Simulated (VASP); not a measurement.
# PbSe: single point with PBE+D3(BJ)

PbSe:

```xyz
2
Lattice="0.0000 2.9722 2.9722 2.9722 0.0000 2.9722 2.9722 2.9722 0.0000" Properties=species:S:1:pos:R:3 pbc="T T T"
Pb    0.0000    0.0000    0.0000
Se    2.9722    2.9722    2.9722
```

This cell differs from its parent crystal: volume scaled by 0.91.

```
Program             : VASP 6.6.1
Task                : single point
Functional          : PBE
Dispersion          : D3(BJ)
Potentials or basis : VASP PAW PBE potentials, release 64 (Pb_d, Se)
Cutoff              : 520 eV
k mesh              : 10 × 10 × 10
Occupations         : gaussian, width 0.01 eV
Spin                : no spin polarisation
```

| Quantity | Value |
| --- | --- |
| Pressure | 5.9 GPa |
| Band gap on the k mesh | 0.04 eV, direct |
| Dispersion energy per atom | -0.403 eV |

Levels at points of the mesh, in eV from the valence-band top:
| k point | band 6 | band 7 | band 8 | band 9 | band 10 | band 11 | band 12 | band 13 | band 14 | band 15 |
| --- | --- | --- | --- | --- | --- | --- | --- | --- | --- | --- |
| (0.00, 0.00, 0.00) | -14.45 | -6.21 | -2.36 | -2.36 | -2.36 | 4.85 | 4.85 | 4.85 | 6.25 | 6.25 |
| (0.50, 0.00, 0.00) | -13.16 | -9.41 | -1.88 | -1.88 | 0.00 | 0.04 | 1.43 | 1.43 | 8.59 | 10.02 |
| (0.50, 0.50, 0.00) | -12.63 | -7.61 | -5.82 | -3.88 | -3.88 | 3.24 | 5.90 | 5.90 | 6.37 | 11.44 |

It took 47 s on 1 thread of Intel(R) Xeon(R) Platinum 8259CL CPU @ 2.50GHz (Skylake/Cascade Lake) (shared host), peak memory 0.21 GiB.

Caveat: spin-orbit coupling is left out, which moves the levels of the heavy elements. A k mesh can miss the band edges.
